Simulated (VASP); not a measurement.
**Au: relaxation of cell and atoms with LDA**

Crystal: Au.

```
CELL_PARAMETERS angstrom
2.52682 0.00000 0.00000
0.00000 2.52682 0.00000
0.00000 0.00000 2.52682
ATOMIC_POSITIONS crystal
Au 0.00000 0.00000 0.00000
```

```json
{
 "Program": "VASP 6.6.1",
 "Task": "relaxation of cell and atoms",
 "Functional": "LDA",
 "Potentials or basis": "VASP PAW LDA potentials, release 64 (Au)",
 "Cutoff": "600 eV",
 "k mesh": "15 × 15 × 15",
 "Occupations": "fermi-dirac, width 0.1 eV",
 "Spin": "no spin polarisation",
 "Target pressure": "23 GPa",
 "Dipole correction": "no",
 "Further INCAR settings": "ALGO = Normal; EDIFF = 1e-07; IBRION = 2; EDIFFG = -0.005; NSW = 60; ISIF = 3"
}
```

| Item | Value |
| --- | --- |
| Relaxed volume | 16.98 Å³/atom |
| Relaxed cell | a = 2.570 Å, b = 2.570 Å, c = 2.570 Å, α = 90.00°, β = 90.00°, γ = 90.00° |
| Space group after relaxing (to 0.05 Å) | Pm-3m (No. 221) |
| Energy change on relaxing (the enthalpy is what falls) | -160.7 meV/atom |
| Ionic steps | 16 |
| Pressure after relaxing | 23.0 GPa |

Step by step:
| step | energy change (eV) | largest force (eV/Å) | pressure (GPa) | volume (Å³) |
| --- | --- | --- | --- | --- |
| 1 | 0.0000 | 0.0000 | 38.40 | 16.13 |
| 2 | -0.2724 | 0.0000 | -6.31 | 20.03 |
| 3 | -0.1706 | 0.0000 | 21.94 | 17.05 |
| 4 | -0.1617 | 0.0000 | 22.90 | 16.99 |
| 5 | -0.1592 | 0.0000 | 23.18 | 16.97 |
| 6 | -0.1593 | 0.0000 | 23.18 | 16.97 |
| 7 | -0.1595 | 0.0000 | 23.15 | 16.97 |
| 8 | -0.1595 | 0.0000 | 23.15 | 16.97 |
| 9 | -0.1595 | 0.0000 | 23.15 | 16.97 |
| 10 | -0.1595 | 0.0000 | 23.15 | 16.97 |
| 11 | -0.1595 | 0.0000 | 23.15 | 16.97 |
| 12 | -0.1596 | 0.0000 | 23.15 | 16.97 |
| 13 | -0.1596 | 0.0000 | 23.14 | 16.98 |
| 14 | -0.1598 | 0.0000 | 23.12 | 16.98 |
| 15 | -0.1601 | 0.0000 | 23.09 | 16.98 |
| 16 | -0.1607 | 0.0000 | 23.02 | 16.98 |

Final structure:
```
Au
1.0
     2.57041    0.00000    0.00000
     0.00000    2.57041    0.00000
     0.00000    0.00000    2.57041
Au
1
Direct
  0.00000 0.00000 0.00000
```

Levels at points of the mesh, in eV from the Fermi level:
```
           k point  band 3  band 4  band 5  band 6  band 7  band 8  band 9
(0.00, 0.00, 0.00)   -7.25   -1.41   -1.41   -1.41   14.85   14.85   14.85
```

Wall time 46 s on 1 thread of Intel(R) Xeon(R) Platinum 8488C (Sapphire Rapids), on a shared host, peak memory 0.15 GiB.

Caveat: the cell is relaxed towards a set pressure, so the enthalpy falls and the energy may rise; spin-orbit coupling is left out, which moves the levels of the heavy elements.
